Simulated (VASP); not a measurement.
A run of VASP 6.6.1 is set up as follows.

INCAR

```
SYSTEM = SrCd
  PREC = Accurate
  ENCUT = 600
  EDIFF = 1E-7
  ISMEAR = -1
  SIGMA = 0.02
  LREAL = .FALSE.
  LASPH = .TRUE.
  NELM = 100
  ALGO = Normal
  ISIF = 3
  LWAVE = .FALSE.
  LCHARG = .FALSE.
  GGA = PS
  IBRION = 2
  NSW = 80
  EDIFFG = -0.001
  PSTRESS = 100.0
```

The input KPOINTS:

```
Automatic mesh
0
Gamma
  6 6 6
  0.5 0.5 0.5
```

Contents of POSCAR:

```
SrCd
1.0
    4.0030000000      0.0000000000      0.0000000000
    0.0000000000      4.0030000000      0.0000000000
    0.0000000000      0.0000000000      4.0030000000
Sr Cd
1 1
Direct
    0.5000000000      0.5000000000      0.5000000000
    0.0000000000      0.0000000000      0.0000000000
```

Potentials or basis: VASP PAW PBE potentials, release 64 (Sr_sv, Cd).

Launch:

```sh
$ cat potpaw_PBE.64/Sr_sv/POTCAR potpaw_PBE.64/Cd/POTCAR > POTCAR
$ mpirun -np 1 vasp_std > vasp.out
```

(1) Predict the relaxed cell.

(2) Predict the relaxed volume.

(3) Predict the space group after relaxing (to 0.05 Å).

Answers

(1) a = 3.709 Å, b = 3.709 Å, c = 3.709 Å, α = 90.00°, β = 90.00°, γ = 90.00°.

(2) 25.51 Å³/atom.

(3) Pm-3m (No. 221).

Caveat: the cell is relaxed towards a set pressure, so the enthalpy falls and the energy may rise; the volume moved by over 15 % at a fixed basis, so the end points are rough; the PAW data sets were made with another functional, which shifts forces and pressure a little.
